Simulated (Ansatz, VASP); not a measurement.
**InSe: VASP beside Ansatz**

Contents of INCAR:

```
PREC = Accurate ; ENCUT = 520
EDIFF = 1E-6 ; ISMEAR = -1
SIGMA = 0.01 ; LREAL = False
LASPH = True ; NELM = 100
ALGO = Normal ; ISIF = 2
LWAVE = False ; LCHARG = True
GGA = PS ; LELF = True
LVHAR = True ; NBANDS = 27
```

The input KPOINTS:

```
regular mesh
0
Gamma
  7 7 7
```

Contents of POSCAR:

```
InSe
1.0
    2.0066442162      1.1585365784      8.3443003359
   -2.0066442162      1.1585365784      8.3443003359
    0.0000000000     -2.3170731568      8.3443003359
In Se
2 2
Direct
    0.0000000000      0.0000000000      0.0000000000
    0.1122000000      0.1122000000      0.1122000000
    0.6155000000      0.6155000000      0.6155000000
    0.8300000000      0.8300000000      0.8300000000
```

Input for Ansatz:

```yaml
crystal:
  lattice:
    - [2.0066442162, 1.1585365784, 8.3443003359]
    - [-2.0066442162, 1.1585365784, 8.3443003359]
    - [0.0, -2.3170731568, 8.3443003359]
  atoms:
    - { symbol: In, position: [0.0, 0.0, 0.0] }
    - { symbol: In, position: [0.1122, 0.1122, 0.1122] }
    - { symbol: Se, position: [0.6155, 0.6155, 0.6155] }
    - { symbol: Se, position: [0.83, 0.83, 0.83] }
kpoints:
  mp_grid: { grid: [7, 7, 7] }
  band_path:
    path:
      - [0.0, 0.0, 0.0]
      - [-0.5, -0.5, -0.5]
      - [-0.5, -0.1795180059, -0.8204819941]
      - [-0.1795180059, 0.1795180059, -0.5]
      - [0.0, 0.0, -0.5]
      - [0.0, 0.0, 0.0]
      - [0.0, 0.3397590029, -0.3397590029]
      - [-0.3397590029, 0.0, -0.6602409971]
      - [-0.5, 0.0, -0.5]
    npoints: 5
scf:
  occupations: { method: fermi_dirac, width: 0.01 }
hamiltonian:
  xc: pbesol
  pseudopotentials: { kind: all_electron, lapw: { basis_error: 0.001 } }
output:
  forces: true
  stress: true
  eigenvalues: true
```

Change from the starting cell: volume scaled by 1.01.

Alike in both runs: task single point; functional PBEsol; k mesh 7 × 7 × 7; occupations fermi-dirac, width 0.01 eV; no spin polarisation.

|  | VASP | Ansatz |
| --- | --- | --- |
| version | VASP 6.6.1 | Ansatz 0.2.0 |
| potentials or method | VASP PAW PBE potentials, release 64 (In_d, Se), cutoff 520 eV | all-electron LAPW, scalar-relativistic |

Ansatz gave:

```
gap on the k mesh at the Fermi level (eV)                     : 0.65
pressure (GPa)                                                : -0.2
traceless stress, the component that is largest in VASP (GPa) : -0.36
rms of the force components (eV/Å)                            : 0.054
```

Q: Which values does VASP return?

A: gap on the k mesh at the Fermi level (eV): 0.64; pressure (GPa): -0.2; traceless stress, the component that is largest in VASP (GPa): -0.37; rms of the force components (eV/Å): 0.058.

VASP's potentials were made for PBE, not for PBEsol. Atom by atom the forces differ by 0.011 eV/Å (rms over components). Ansatz ran all-electron here, and VASP with PAW potentials.
